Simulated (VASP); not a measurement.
A run of VASP 6.6.1 is set up as follows.

File INCAR:

```
  PREC = Accurate
  ENCUT = 600
  EDIFF = 1E-6
  ISMEAR = 0
  SIGMA = 0.1
  LREAL = False
  LASPH = True
  NELM = 200
  ALGO = Normal
  ISIF = 2
  LWAVE = False
  LCHARG = False
  GGA = PE
  NBANDS = 28
  GGA_COMPAT = False
  LMAXMIX = 6
```

File KPOINTS:

```
regular mesh
0
Gamma
  6 6 4
```

The input POSCAR:

```
Ho3F2
1.0
    4.4028118000      0.0000000000      0.0000000000
   -2.2014059000      3.8129468600      0.0000000000
    0.0000000000      0.0000000000      5.3159872700
Ho F
3 2
Direct
    0.0000000000      0.0000000000      0.0000000000
    0.3333333300      0.6666666700      0.6250000000
    0.6666666700      0.3333333300      0.3750000000
    0.3333333300      0.6666666700      0.1380000000
    0.6666666700      0.3333333300      0.8620000000
```

Potentials or basis: VASP PAW PBE potentials, release 64 (Ho_3, F), 4f in core.

Run with:

```bash
$ cat potpaw_PBE.64/Ho_3/POTCAR potpaw_PBE.64/F/POTCAR > POTCAR
$ mpirun -np 1 vasp_std > vasp.out
```

**Question.** Estimate the pressure.

**Answer.** 8.2 GPa.

**Question.** Predict the largest force.

**Answer.** 0.980 eV/Å.

**Question.** Predict the band gap on the k mesh.

**Answer.** Zero (an odd number of electrons rules out a gap without spin polarisation).

Forces in eV/Å, atoms in the order of the input:
```
Ho   0.000  0.000  0.000
Ho   0.000  0.000  0.980
Ho   0.000  0.000 -0.980
F    0.000  0.000 -0.927
F    0.000  0.000  0.927
```

Caveat: the stress differs along the axes, from 4 to 10 GPa; spin-orbit coupling is left out, which moves the levels of the heavy elements; the 4f electrons are frozen in the core, so they carry no moment and show no levels; an odd number of electrons without spin polarisation forces a metal; a magnetic or distorted state may lie lower; the run has no spin polarisation, though such a crystal can be magnetic. Spin polarisation is off, so any magnetic state and its effect on volume and gap are missing.
